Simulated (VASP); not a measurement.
Here is a VASP 6.6.1 calculation.

The input INCAR:

```
ALGO = Normal ; EDIFF = 1E-7
ENCUT = 520 ; GGA = PE
ISIF = 2 ; ISMEAR = 0
LASPH = T ; LCHARG = T
LELF = T ; LREAL = F
LVHAR = T ; LWAVE = F
NBANDS = 26 ; NELM = 60
PREC = Accurate ; SIGMA = 0.05
```

Contents of KPOINTS:

```
k-points
0
Gamma
  8 6 4
```

POSCAR

```
AlN
1.0
   -3.1302395625      0.0000000000      0.0000000000
    0.0000000000      0.0000000000     -5.0179796543
    0.0000000000     -5.4217339621      0.0000000000
Al N
4 4
Direct
    0.5239598275      0.9982712825      0.1666666667
   -0.0239598275      0.9982712825      0.6666666667
    0.0239598275      0.4982712825      0.3333333333
    0.4760401725      0.4982712825      0.8333333333
    0.5216392011      0.6167287175      0.1666666667
   -0.0216392011      0.6167287175      0.6666666667
    0.0216392011      0.1167287175      0.3333333333
    0.4783607989      0.1167287175      0.8333333333
```

Potentials or basis: VASP PAW PBE potentials, release 64 (Al, N).

Command:

```console
$ cat potpaw_PBE.64/Al/POTCAR potpaw_PBE.64/N/POTCAR > POTCAR
$ mpirun -np 1 vasp_std > vasp.out
```

Question: What does it give for the band gap on the k mesh?

Answer: 4.01 eV.

Question: What does it give for the pressure?

Answer: -0.5 GPa.

Forces in eV/Å, atoms in the order of the input:
```
Al   0.373  0.042 -0.007
Al  -0.373  0.042 -0.007
Al   0.373 -0.042 -0.007
Al  -0.373 -0.042 -0.007
N    0.178  0.047  0.007
N   -0.178  0.047  0.007
N    0.178 -0.047  0.007
N   -0.178 -0.047  0.007
```

Caveat: the cell differs from its parent crystal (mode 4 (223.6 1/cm) frozen in, largest displacement +0.075 Å).
